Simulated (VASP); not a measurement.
Wanted: the native input for a VASP 6.6.1 run.

```yaml
Task: single point
Functional: PBE
Potentials_or_basis: VASP PAW PBE potentials, release 64 (Be, S)
Cutoff: 520 eV
k_mesh: 8 × 8 × 8
Occupations: gaussian, width 0.05 eV
Spin: no spin polarisation
Dipole_correction: no
Further_INCAR_settings: ALGO = Normal; EDIFF = 1e-06; NBANDS = 11
```

The structure of BeS lies in POSCAR:

```
BeS
1.0
    0.0000000000      2.4977500000      2.4613750000
    2.4977500000      0.0000000000      2.4613750000
    2.4977500000      2.4977500000      0.0000000000
Be S
1 1
Direct
    0.0000000000      0.0000000000      0.0000000000
    0.7500000000      0.7500000000      0.7500000000
```

This cell differs from its parent crystal: strain +0.030 along x and y, +0.015 along z.

The input as run:

INCAR

```
SYSTEM = BeS
PREC = Accurate
ENCUT = 520
EDIFF = 1E-6
ISMEAR = 0
SIGMA = 0.05
LREAL = .False.
LASPH = .True.
NELM = 80
ALGO = Normal
ISIF = 2
LWAVE = .False.
LCHARG = .False.
GGA = PE
NBANDS = 11
```

KPOINTS

```
Automatic mesh
0
Gamma
  8 8 8
  0 0 0
```

Potentials or basis: VASP PAW PBE potentials, release 64 (Be, S).

Command:

```bash
$ cat potpaw_PBE.64/Be/POTCAR potpaw_PBE.64/S/POTCAR > POTCAR
$ mpirun -np 1 vasp_std > vasp.out
```

Results of the run:

```yaml
Pressure: -4.8 GPa
Band_gap_on_the_k_mesh: 3.15 eV, indirect (least direct gap 5.23 eV)
```

Caveat: the cell differs from its parent crystal (strain +0.030 along x and y, +0.015 along z).

It took 10 s on 1 thread of Intel(R) Xeon(R) 6975P-C (Granite Rapids) (shared host), peak memory 0.15 GiB.
